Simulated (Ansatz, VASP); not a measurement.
# Li in VASP and in Ansatz

```
Li
1.0
     4.65609    0.00000    0.00000
     0.00000    4.65609    0.00000
     0.00000    0.00000    4.65609
Li
4
Direct
  0.87068 0.12932 0.62932
  0.37068 0.37068 0.37068
  0.12932 0.62932 0.87068
  0.62932 0.87068 0.12932
```

Alike in both runs: task single point; functional r2SCAN; k mesh 10 × 10 × 10; occupations gaussian, width 0.1 eV; no spin polarisation.

|  | VASP | Ansatz |
| --- | --- | --- |
| version | VASP 6.6.1 | Ansatz 0.2.0 |
| potentials or method | VASP PAW PBE potentials, release 64 (Li_sv), cutoff 520 eV | scalar-relativistic, plane waves, PAW |
| valence electrons in the cell | 12 | 12 |

```tsv
	VASP	Ansatz	Ansatz less VASP
gap on the k mesh at the Fermi level (eV)	none	none	-
rms of the force components (eV/Å)	0.053	0.025	-0.0277
```

VASP's potentials were made for PBE, not for r2SCAN. Atom by atom the forces differ by 0.028 eV/Å (rms over components). A gap of «none» marks a metal or a gap that the smearing closes. The functional is the same, so the differences come from potentials, cutoffs and numerics.

Noted on VASP's run: the cutoff is short for stress, so the pressure is rough.
